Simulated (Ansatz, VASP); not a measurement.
## Bi in VASP and in Ansatz

File POSCAR:

```
Bi
1.0
    3.7629691289      0.0000000000      0.0000000000
   -1.8814845645      3.2588268592      0.0000000000
    0.0000000000      0.0000000000      6.1074981812
Bi
2
Direct
    0.3333333333      0.6666666667      0.2500000000
    0.6666666667      0.3333333333      0.7500000000
```

Contents of INCAR.step1:

```
PREC = Accurate
ENCUT = 600
ISMEAR = 0
SIGMA = 0.1
LREAL = F
LASPH = T
NELM = 60
GGA = PE
ALGO = Normal
EDIFF = 1E-4
LWAVE = T
LCHARG = F
```

The input INCAR.step2:

```
PREC = Accurate
ENCUT = 600
EDIFF = 1E-6
ISMEAR = 0
SIGMA = 0.1
LREAL = F
LASPH = T
NELM = 60
ALGO = Normal
ISIF = 3
LWAVE = F
LCHARG = F
METAGGA = R2SCAN
LMIXTAU = T
IBRION = 2
NSW = 90
EDIFFG = -0.04
ISTART = 1
```

Contents of KPOINTS:

```
Automatic mesh
0
Gamma
  6 6 4
```

Input for Ansatz:

```yaml
crystal:
  lattice:
    - [3.7629691289, 0.0, 0.0]
    - [-1.8814845645, 3.2588268592, 0.0]
    - [0.0, 0.0, 6.1074981812]
  atoms:
    - { symbol: Bi, position: [0.3333333333, 0.6666666667, 0.25] }
    - { symbol: Bi, position: [0.6666666667, 0.3333333333, 0.75] }
basis:
  ecutwfc: 500
kpoints:
  mp_grid: { grid: [6, 6, 4] }
hamiltonian:
  xc: r2scan
scf:
  occupations: { method: gaussian, width: 0.1 }
  lower_state_search: "off"
output:
  forces: true
  stress: true
  eigenvalues: true
relax:
  adjacent_minimum: "off"
  f_tol: 0.04
  max_steps: 70
  cell: { stress_tol: 0.4 }
```

Alike in both runs: task relaxation of cell and atoms; functional r2SCAN; k mesh 6 × 6 × 4; occupations gaussian, width 0.1 eV; no spin polarisation.

|  | VASP | Ansatz |
| --- | --- | --- |
| version | VASP 6.6.1 | Ansatz 0.2.0 |
| potentials or method | VASP PAW PBE potentials, release 64 (Bi_d), cutoff 600 eV | scalar-relativistic, plane waves, PAW |
| valence electrons in the cell | 30 | 30 |

```tsv
	VASP	Ansatz	Ansatz less VASP
gap on the k mesh at the Fermi level, each at its own relaxed structure (eV)	none	none	-
relaxed volume (Å³/atom)	30.83	30.97	+0.142
relaxed length of the cell vector where the two differ most in proportion (Å)	5.874	5.884	+0.0100
```

VASP's potentials were made for PBE, not for r2SCAN. A gap of «none» marks a metal or a gap that the smearing closes.

Neither program's run includes spin-orbit coupling. Noted on VASP's run: the volume moved by over 15 % at a fixed basis, so the end points are rough.
